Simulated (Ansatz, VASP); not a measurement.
**ZnAg in VASP and in Ansatz**

File INCAR:

```
SYSTEM = ZnAg
PREC = Accurate
ENCUT = 520
EDIFF = 1E-6
ISMEAR = -1
SIGMA = 0.03
LREAL = .False.
LASPH = .True.
NELM = 60
ALGO = Normal
ISIF = 2
LWAVE = .False.
LCHARG = .False.
GGA = CA
NBANDS = 18
```

KPOINTS

```
Automatic mesh
0
Gamma
  12 12 12
  0 0 0
```

Contents of POSCAR:

```
ZnAg
1.0
    3.0915737591      0.0000000000      0.0000000000
    0.0000000000      3.0915737591      0.0000000000
    0.0000000000      0.0000000000      3.0915737591
Zn Ag
1 1
Direct
    0.5000000000      0.5000000000      0.5000000000
    0.0000000000      0.0000000000      0.0000000000
```

Input for Ansatz:

```yaml
crystal:
  lattice:
    - [3.0915737591, 0.0, 0.0]
    - [0.0, 3.0915737591, 0.0]
    - [0.0, 0.0, 3.0915737591]
  atoms:
    - { symbol: Zn, position: [0.5, 0.5, 0.5] }
    - { symbol: Ag, position: [0.0, 0.0, 0.0] }
kpoints:
  mp_grid: { grid: [12, 12, 12] }
  band_path:
    path:
      - [0.0, 0.0, 0.0]
      - [0.0, 0.5, 0.0]
      - [0.5, 0.5, 0.0]
      - [0.0, 0.0, 0.0]
      - [0.5, 0.5, 0.5]
      - [0.0, 0.5, 0.0]
      - [0.5, 0.5, 0.5]
      - [0.5, 0.5, 0.0]
    npoints: 5
scf:
  occupations: { method: fermi_dirac, width: 0.03 }
hamiltonian:
  xc: lda
  pseudopotentials: { kind: all_electron, lapw: { basis_error: 0.00025 } }
output:
  forces: true
  stress: true
  eigenvalues: true
```

Change from the starting cell: volume scaled by 0.94.

Alike in both runs: task single point; functional LDA; k mesh 12 × 12 × 12; occupations fermi-dirac, width 0.03 eV; no spin polarisation.

```csv
,VASP,Ansatz
version,VASP 6.6.1,Ansatz 0.2.0
potentials or method,"VASP PAW LDA potentials, release 64 (Zn, Ag), cutoff 520 eV","all-electron LAPW, scalar-relativistic"
```

Ansatz gave:

* pressure (GPa): -1.7

Problem. What did VASP give for the same quantities?

Solution. Pressure (GPa): -1.2.

LDA's correlation is that of Perdew and Zunger in VASP and of Perdew and Wang (1992) in Ansatz. Ansatz ran all-electron here, and VASP with PAW potentials.
